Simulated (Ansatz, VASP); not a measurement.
CdSe: VASP beside Ansatz

Contents of POSCAR:

```
CdSe
1.0
    4.5143526119      0.0000000000      0.0000000000
   -2.2571763059      3.9095440436      0.0000000000
    0.0000000000      0.0000000000      7.3597118217
Cd Se
2 2
Direct
    0.3333333333      0.6666666667     -0.0006513753
    0.6666666667      0.3333333333      0.4993486247
    0.3333333333      0.6666666667      0.3756513753
    0.6666666667      0.3333333333      0.8756513753
```

Contents of INCAR.step1:

```
SYSTEM = CdSe
ALGO = Normal
EDIFF = 1E-5
ENCUT = 550
GGA = PE
GGA_COMPAT = .FALSE.
ISMEAR = 0
LASPH = .TRUE.
LCHARG = .FALSE.
LREAL = .FALSE.
LWAVE = .TRUE.
NBANDS = 26
NELM = 120
PREC = Accurate
SIGMA = 0.01
```

The input INCAR.step2:

```
SYSTEM = CdSe
ALGO = Normal
EDIFF = 1E-6
ENCUT = 550
GGA_COMPAT = .FALSE.
ISIF = 2
ISMEAR = 0
ISTART = 1
LASPH = .TRUE.
LCHARG = .FALSE.
LMIXTAU = .TRUE.
LREAL = .FALSE.
LWAVE = .FALSE.
METAGGA = R2SCAN
NBANDS = 26
NELM = 120
PREC = Accurate
SIGMA = 0.01
```

The input KPOINTS:

```
k-points
0
G
  12 12 4
  0 0 0
```

Input for Ansatz:

```yaml
crystal:
  lattice:
    - [4.5143526119, 0.0, 0.0]
    - [-2.2571763059, 3.9095440436, 0.0]
    - [0.0, 0.0, 7.3597118217]
  atoms:
    - { symbol: Cd, position: [0.3333333333, 0.6666666667, -0.0006513753] }
    - { symbol: Cd, position: [0.6666666667, 0.3333333333, 0.4993486247] }
    - { symbol: Se, position: [0.3333333333, 0.6666666667, 0.3756513753] }
    - { symbol: Se, position: [0.6666666667, 0.3333333333, 0.8756513753] }
kpoints:
  mp_grid: { grid: [12, 12, 4] }
  band_path:
    path:
      - [0.0, 0.0, 0.0]
      - [0.5, 0.0, 0.0]
      - [0.3333333333, 0.3333333333, 0.0]
      - [0.0, 0.0, 0.5]
      - [0.5, 0.0, 0.5]
      - [0.3333333333, 0.3333333333, 0.5]
    npoints: 1
hamiltonian:
  xc: r2scan
scf:
  occupations: { method: fixed }
  n_extra_bands: 5
output:
  forces: true
  stress: true
  eigenvalues: true
```

Change from the starting cell: hydrostatic strain +4.0%.

Alike in both runs: task single point; functional r2SCAN; k mesh 12 × 12 × 4; no spin polarisation.

|  | VASP | Ansatz |
| --- | --- | --- |
| version | VASP 6.6.1 | Ansatz 0.2.0 |
| potentials or method | VASP PAW PBE potentials, release 64 (Cd, Se) | plane waves, PAW |
| plane-wave cutoff (eV) | 550 | 500 |
| occupations | gaussian, width 0.01 eV | fixed |
| valence electrons in the cell | 36 | 72 |

```csv
,VASP,Ansatz,Ansatz less VASP
gap on the k mesh at the Fermi level (eV),0.81,0.82,+0.013
pressure (GPa),-4.5,-4.6,-0.13
```

VASP's potentials were made for PBE, not for r2SCAN. VASP's potentials hold 36 valence electrons a cell and Ansatz's 72, so a difference there can come from the potentials and not from the codes.
